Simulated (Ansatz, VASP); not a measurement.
TiO2: VASP beside Ansatz

INCAR

```
SYSTEM = TiO2
ALGO = Normal ; EDIFF = 1E-7
ENCUT = 520 ; GGA = PE
ISIF = 2 ; ISMEAR = -1
LASPH = .TRUE. ; LCHARG = .FALSE.
LREAL = .FALSE. ; LWAVE = .FALSE.
NBANDS = 33 ; NELM = 80
PREC = Accurate ; SIGMA = 0.05
```

File KPOINTS:

```
k-points
0
G
  7 7 10
  0 0 0
```

File POSCAR:

```
TiO2
1.0
    4.5940000000      0.0000000000      0.0000000000
    0.0000000000      4.5940000000      0.0000000000
    0.0000000000      0.0000000000      2.8702300000
Ti O
2 4
Direct
    0.0000000000      0.0000000000      0.0000000000
    0.5000000000      0.5000000000      0.5000000000
    0.3060000000      0.3060000000      0.0000000000
    0.1940000000      0.8060000000      0.5000000000
    0.6940000000      0.6940000000      0.0000000000
    0.8060000000      0.1940000000      0.5000000000
```

Input for Ansatz:

```yaml
crystal:
  lattice:
    - [4.594, 0.0, 0.0]
    - [0.0, 4.594, 0.0]
    - [0.0, 0.0, 2.87023]
  atoms:
    - { symbol: Ti, position: [0.0, 0.0, 0.0] }
    - { symbol: Ti, position: [0.5, 0.5, 0.5] }
    - { symbol: O, position: [0.306, 0.306, 0.0] }
    - { symbol: O, position: [0.194, 0.806, 0.5] }
    - { symbol: O, position: [0.694, 0.694, 0.0] }
    - { symbol: O, position: [0.806, 0.194, 0.5] }
kpoints:
  mp_grid: { grid: [7, 7, 10] }
  band_path:
    path:
      - [0.0, 0.0, 0.0]
      - [0.0, 0.5, 0.0]
      - [0.5, 0.5, 0.0]
      - [0.0, 0.0, 0.0]
      - [0.0, 0.0, 0.5]
      - [0.0, 0.5, 0.5]
      - [0.5, 0.5, 0.5]
      - [0.0, 0.0, 0.5]
      - [0.0, 0.5, 0.0]
    npoints: 5
scf:
  occupations: { method: fermi_dirac, width: 0.05 }
hamiltonian:
  xc: pbe
  pseudopotentials: { kind: all_electron, lapw: { basis_error: 0.0005 } }
output:
  forces: true
  stress: true
  eigenvalues: true
```

Change from the starting cell: zz strain of -3 %.

Alike in both runs: task single point; functional PBE; k mesh 7 × 7 × 10; occupations fermi-dirac, width 0.05 eV; no spin polarisation.

```csv
,VASP,Ansatz
version,VASP 6.6.1,Ansatz 0.2.0
potentials or method,"VASP PAW PBE potentials, release 64 (Ti_sv, O), cutoff 520 eV","all-electron LAPW, scalar-relativistic"
```

```csv
,VASP,Ansatz,Ansatz less VASP
gap on the k mesh at the Fermi level (eV),2.05,2.07,+0.019
pressure (GPa),16.0,15.2,-0.77
"traceless stress, the component that is largest in VASP (GPa)",7.41,7.11,-0.298
rms of the force components (eV/Å),0.249,0.228,-0.0204
```

Atom by atom the forces differ by 0.020 eV/Å (rms over components). Ansatz ran all-electron here, and VASP with PAW potentials.
